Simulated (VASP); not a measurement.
# Al (I4/mmm) in VASP: further runs, part 2 of 2

VASP 6.6.1. Earlier steps stand in the parts before.

## 3. Single point, PBEsol+D3(BJ)

This run uses another cell than the first one, of the same volume but with other edges.

Contents of INCAR:

```
SYSTEM = Al
ALGO = Fast ; EDIFF = 1E-7
ENCUT = 520 ; GGA = PS
ISIF = 2 ; ISMEAR = 0
IVDW = 12 ; LASPH = .TRUE.
LCHARG = .TRUE. ; LELF = .TRUE.
LREAL = .FALSE. ; LVHAR = .TRUE.
LWAVE = .FALSE. ; NBANDS = 8
NELM = 80 ; PREC = Accurate
SIGMA = 0.15
```

Contents of KPOINTS:

```
k-points
0
G
  28 28 28
  0 0 0
```

Contents of POSCAR:

```
Al
1.0
    0.0000000000      2.0915697753      1.7778343090
    2.0915697753      0.0000000000      1.7778343090
    2.0915697753      2.0915697753      0.0000000000
Al
1
Direct
    0.0000000000      0.0000000000      0.0000000000
```

Potentials or basis: VASP PAW PBE potentials, release 64 (Al).

Command:

```
cat potpaw_PBE.64/Al/POTCAR > POTCAR
mpirun -np 1 vasp_std > vasp.out
```

OUTCAR:

```text
SYSTEM = Al
   EDIFF = 1E-7
   ENCUT = 520
   GGA = PS
   ISIF = 2
   ISMEAR = 0
   IVDW = 12
   LASPH = .TRUE.
   LREAL = .FALSE.
   NELM = 80
   PREC = Accurate
 IVDW          = 12

 ion  position               nearest neighbor table
   1  0.000  0.000  0.000-

  LATTYP: Found a body centered tetragonal cell.
 ALAT       =     2.9579263429
 C/A-ratio  =     1.2020815280

  Lattice vectors:

 A1 = (   0.0000000000,  -2.0915697753,  -1.7778343090)
 A2 = (   0.0000000000,   2.0915697753,  -1.7778343090)
 A3 = (   2.0915697753,   0.0000000000,   1.7778343090)

Analysis of symmetry for initial positions (statically):
=====================================================================
 Subroutine PRICEL returns:
 Original cell was already a primitive cell.

 Routine SETGRP: Setting up the symmetry group for a
 body centered tetragonal supercell.

 Subroutine GETGRP returns: Found 16 space group operations
 (whereof 16 operations were pure point group operations)
 out of a pool of 16 trial point group operations.

The static configuration has the point symmetry D_4h.

Analysis of symmetry for dynamics (positions and initial velocities):
=====================================================================
 Subroutine PRICEL returns:
 Original cell was already a primitive cell.

 Routine SETGRP: Setting up the symmetry group for a
 body centered tetragonal supercell.

 Subroutine GETGRP returns: Found 16 space group operations
 (whereof 16 operations were pure point group operations)
 out of a pool of 16 trial point group operations.

The dynamic configuration has the point symmetry D_4h.

 Subroutine INISYM returns: Found 16 space group operations
 (whereof 16 operations are pure point group operations),
 and found     1 'primitive' translations

----------------------------------------------------------------------------------------

                                     Primitive cell

  volume of cell :      15.5549

  direct lattice vectors                    reciprocal lattice vectors
     0.000000000  2.091569775  1.777834309    -0.239054898  0.239054898  0.281241057
     2.091569775  0.000000000  1.777834309     0.239054898 -0.239054898  0.281241057
     2.091569775  2.091569775  0.000000000     0.239054898  0.239054898 -0.281241057

  length of vectors
     2.745060829  2.745060829  2.957926343     0.439762460  0.439762460  0.439762460

  position of ions in fractional coordinates (direct lattice)
     0.000000000  0.000000000  0.000000000

  ion indices of the primitive-cell ions
   primitive index   ion index
                 1           1

----------------------------------------------------------------------------------------

 KPOINTS: k-points

Automatic generation of k-mesh.
 Grid dimensions read from file:
 generate k-points for:   28   28   28

 Generating k-lattice:

  Cartesian coordinates                     Fractional coordinates (reciprocal lattice)
    -0.008537675  0.008537675  0.010044323     0.035714286  0.000000000  0.000000000
     0.008537675 -0.008537675  0.010044323     0.000000000  0.035714286  0.000000000
     0.008537675  0.008537675 -0.010044323    -0.000000000 -0.000000000  0.035714286

  Length of vectors
     0.015705802  0.015705802  0.015705802

  Shift w.r.t. Gamma in fractional coordinates (k-lattice)
     0.000000000  0.000000000  0.000000000

 Subroutine IBZKPT returns following result:
 ===========================================

 Found   1639 irreducible k-points:

 Following reciprocal coordinates:
            Coordinates               Weight
  0.000000  0.000000  0.000000      1.000000
  0.035714 -0.000000  0.000000      8.000000
  0.071429 -0.000000  0.000000      8.000000
  0.107143 -0.000000  0.000000      8.000000
  0.142857 -0.000000  0.000000      8.000000
  0.178571 -0.000000  0.000000      8.000000
[... 16 lines left out ...]
  0.285714  0.035714  0.000000      8.000000
  0.321429  0.035714  0.000000      8.000000
 [... further k-points ...]
   k-points           NKPTS =   1639   k-points in BZ     NKDIM =   1639   number of bands    NBANDS=      8
   number of dos      NEDOS =    301   number of ions     NIONS =      1
   total plane-waves  NPLWV =   9600
   dimension x,y,z NGX =    20 NGY =   20 NGZ =   24
   dimension x,y,z NGXF=    40 NGYF=   40 NGZF=   48
   ions per type =               1
   NGX,Y,Z   is equivalent  to a cutoff of  12.11, 12.11, 13.49 a.u.
   NGXF,Y,Z  is equivalent  to a cutoff of  24.22, 24.22, 26.98 a.u.
 SYSTEM =  Al
   PREC   = accura    normal or accurate (medium, high low for compatibility)
   ISTART =      0    job   : 0-new  1-cont  2-samecut
   ICHARG =      2    charge: 1-file 2-atom 10-const
   ISPIN  =      1    spin polarized calculation?
   LNONCOLLINEAR =      F non collinear calculations
   LSORBIT =      F    spin-orbit coupling
   LASPH  =      T    aspherical Exc in radial PAW
   ENCUT  =  520.0 eV  38.22 Ry    6.18 a.u.   5.10  5.10  5.50*2*pi/ulx,y,z
   NELM   =     80;   NELMIN=  2; NELMDL= -5     # of ELM steps
   EDIFF  = 0.1E-06   stopping-criterion for ELM
   LREAL  =      F    real-space projection
   EDIFFG = 0.1E-05   stopping-criterion for IOM
   NSW    =      0    number of steps for IOM
   IBRION =     -1    ionic relax: 0-MD 1-quasi-New 2-CG
   NFREE  =      0    steps in history (QN), initial steepest desc. (CG)
   ISIF   =      2    stress and relaxation
   ISYM   =      2    0-nonsym 1-usesym 2-fastsym
   POTIM  = 0.5000    time-step for ionic-motion
   TEBEG  =    0.0;   TEEND  =   0.0 temperature during run
   PSTRESS=    0.0 pullay stress
   NELECT =       3.0000    total number of electrons
   NUPDOWN=      -1.0000    fix difference up-down
   EMIN   =  10.00;   EMAX   =-10.00  energy-range for DOS
   EFERMI =   0.00;   METHOD = LEGACY
   ISMEAR =     0;   SIGMA  =   0.15  broadening in eV -4-tet -1-fermi 0-gaus
   EFERMI_NEDOS =   21; number of points for ismear=-14 and -15
   IALGO  =     68    algorithm
   IMIX   =      4    mixing-type and parameters
     AMIX     =   0.40;   BMIX     =  1.00
     AMIX_MAG =   1.60;   BMIX_MAG =  1.00
  volume/ion in A,a.u.               =      15.55       104.97
  Fermi-wavevector in a.u.,A,eV,Ry     =   0.945859  1.787415 12.172452  0.894650
  Thomas-Fermi vector in A             =   2.073802
   LORBIT       =      0    0 simple, 1 ext, 2 COOP (PROOUT), +10 PAW based schemes
   GGA     = PS    functional components
   LHFCALC =     F    Hartree Fock is set to
   AEXX    =    0.0000 exact exchange contribution
   IVDW    =    12    specifies the selected vdW correction
   LEPSILON=     F    determine dielectric tensor
   LRPA    =     F    only Hartree local field effects (RPA)
 non-spin polarized calculation
 RMM-DIIS sequential band-by-band and
 Gauss-broadening in eV      SIGMA  =   0.15
  energy-cutoff  :      520.00
  volume of cell :       15.55
 maximum number of plane-waves:       434
   NGX = 11   NGY = 11   NGZ = 11

 number of electron       3.0000000 magnetization

 Free energy of the ion-electron system (eV)
  ---------------------------------------------------
  ext. energy  EPLUGINS =         0.00000000
  ---------------------------------------------------
  free energy    TOTEN  =        -4.03654450 eV

  energy without entropy =       -4.03236610  energy(sigma->0) =       -4.03445530

 E-fermi :   8.5507     XC(G=0): -10.4751

 val. band max:        8.5477335459   @ k =  -0.2857   0.3929   0.2500
 cond. band min:       8.5508197962   @ k =  -0.4286   0.0714   0.3571
 fundamental gap:      0.0030862503
 Fermi energy:         8.5506670675

 k-point     1 :       0.0000    0.0000    0.0000
  band No.  band energies     occupation
      1      -2.9641      2.00000
      2      21.3102      0.00000
      3      21.3102      0.00000
      4      22.9764      0.00000
      5      23.3452      0.00000
      6      23.8341      0.00000
      7      23.8341      0.00000
      8      25.3954      0.00000
[... 243 lines left out ...]
 k-point    24 :       0.3214    0.0357    0.0000
  band No.  band energies     occupation
      1      -0.1211      2.00000
      2       9.9296      0.00000
      3      17.8018      0.00000
      4      19.9466      0.00000
      5      21.1797      0.00000
      6      23.2898      0.00000
      7      25.9165      0.00000
      8      27.5778      0.00000

 [... further k-points ...]

------------------------ aborting loop because EDIFF is reached ----------------------------------------

 Edisp (eV)   -0.33718

 E8    (eV) :    -0.2271

  FORCE on cell =-STRESS in cart. coord.  units (eV):
  Direction    XX          YY          ZZ          XY          YZ          ZX
  --------------------------------------------------------------------------------------
  -------------------------------------------------------------------------------------
  Total      -0.15280    -0.15280     0.68760     0.00000     0.00000     0.00000
  in kB     -15.73896   -15.73896    70.82352     0.00000     0.00000     0.00000
  external pressure =       13.12 kB  Pullay stress =        0.00 kB

 VOLUME and BASIS-vectors are now :
 -----------------------------------------------------------------------------
  energy-cutoff  :      520.00
  volume of cell :       15.55
      direct lattice vectors                 reciprocal lattice vectors
     0.000000000  2.091569775  1.777834309    -0.239054898  0.239054898  0.281241057
     2.091569775  0.000000000  1.777834309     0.239054898 -0.239054898  0.281241057
     2.091569775  2.091569775  0.000000000     0.239054898  0.239054898 -0.281241057

 POSITION                                       TOTAL-FORCE (eV/Angst)
 -----------------------------------------------------------------------------------
      0.00000      0.00000      0.00000         0.000000     -0.000000      0.000000
 -----------------------------------------------------------------------------------
    total drift:                                0.000000     -0.000000      0.000000

  FREE ENERGIE OF THE ION-ELECTRON SYSTEM (eV)
  ---------------------------------------------------
  free  energy   TOTEN  =        -4.3737221933 eV

  energy  without entropy=       -4.3695437931  energy(sigma->0) =       -4.37163299
```

Wall time 2 min (1 thread of Intel Xeon 6975P-C, shared host); peak memory 0.29 GiB.

Results:

* Free energy: -4.3737 eV
* Pressure: 1.3 GPa
* Dispersion energy per atom: -0.337 eV

Stress tensor (GPa, compression positive):
```
-1.57  0.00  0.00
 0.00 -1.57  0.00
 0.00  0.00  7.08
```

Caveat: the PAW data sets were made with another functional, which shifts forces and pressure a little; pairwise dispersion overbinds metals, which lowers pressure and volume.

## 4. Single point, PBEsol+D3(BJ)

This run uses another cell than the first one, of the same volume but with other edges.

Contents of INCAR:

```
SYSTEM = Al
ALGO     = Fast           ! electronic algorithm
EDIFF    = 1E-6           ! SCF threshold, eV
ENCUT    = 520            ! plane-wave cutoff, eV
GGA      = PS             ! functional
ISIF     = 2              ! what is computed and relaxed
ISMEAR   = 0              ! smearing method
IVDW     = 12             ! dispersion correction
LASPH    = .TRUE.         ! aspherical terms in the spheres
LCHARG   = .FALSE.        ! write CHGCAR
LREAL    = .FALSE.        ! projectors in reciprocal space
LWAVE    = .FALSE.        ! write WAVECAR
NBANDS   = 8              ! bands
NELM     = 100            ! most SCF steps
PREC     = Accurate       ! precision mode
SIGMA    = 0.15           ! smearing width, eV
```

KPOINTS is that of step 3.

Contents of POSCAR:

```
Al
1.0
    0.0000000000      1.8644536180      2.2373443416
    1.8644536180      0.0000000000      2.2373443416
    1.8644536180      1.8644536180      0.0000000000
Al
1
Direct
    0.0000000000      0.0000000000      0.0000000000
```

Command:

```
cat potpaw_PBE.64/Al/POTCAR > POTCAR
mpirun -np 1 vasp_std > vasp.out
```

It took 79 s on 1 thread of Intel Xeon 6975P-C, shared host; peak memory 0.29 GiB.

The run converged. Its results:

| Property | Result |
| --- | --- |
| Free energy | -4.3380 eV |
| Pressure | 3.1 GPa |
| Dispersion energy per atom | -0.337 eV |

Stress tensor (GPa, compression positive):
```
 8.34  0.00  0.00
 0.00  8.34  0.00
 0.00  0.00 -7.31
```

Levels at points of the mesh, in eV from the Fermi level:
| k point | band 1 | band 2 | band 3 | band 4 |
| --- | --- | --- | --- | --- |
| (0.00, 0.00, 0.00) | -11.49 | 11.91 | 14.13 | 14.13 |
| (0.50, 0.00, 0.00) | -4.72 | -4.28 | 8.86 | 9.20 |
| (0.50, 0.50, 0.00) | -4.52 | -4.00 | 6.85 | 8.41 |
| (0.50, 0.00, 0.50) | -2.01 | -0.29 | 4.40 | 4.99 |

Caveat: the PAW data sets were made with another functional, which shifts forces and pressure a little; pairwise dispersion overbinds metals, which lowers pressure and volume.

## 5. The runs side by side

| cell | further INCAR settings | gap on the mesh (eV) | pressure (GPa) |
| --- | --- | --- | --- |
| a = 3.057, b = 3.057, c = 2.496 Å, angles 65.9, 65.9, 48.2°, 1 atom | ALGO = Fast; EDIFF = 1e-06; NBANDS = 8 | none | 10.8 |
| a = 2.745, b = 2.745, c = 2.958 Å, angles 57.4, 57.4, 65.2°, 1 atom | ALGO = Fast; EDIFF = 1e-07; NBANDS = 8 | none | 1.3 |
| a = 2.912, b = 2.912, c = 2.637 Å, angles 63.1, 63.1, 53.8°, 1 atom | ALGO = Fast; EDIFF = 1e-06; NBANDS = 8 | none | 3.1 |

Alike in all rows: task single point; level PBEsol+D3(BJ); potentials or basis VASP PAW PBE potentials, release 64 (Al); no spin polarisation; k mesh 28 × 28 × 28; cutoff (eV) 520; smearing gaussian 0.15 eV.

Caveats: the PAW data sets were made with another functional, which shifts forces and pressure a little; pairwise dispersion overbinds metals, which lowers pressure and volume.

Total energies depend on the potentials used, so only differences within one code and one set of settings carry meaning.
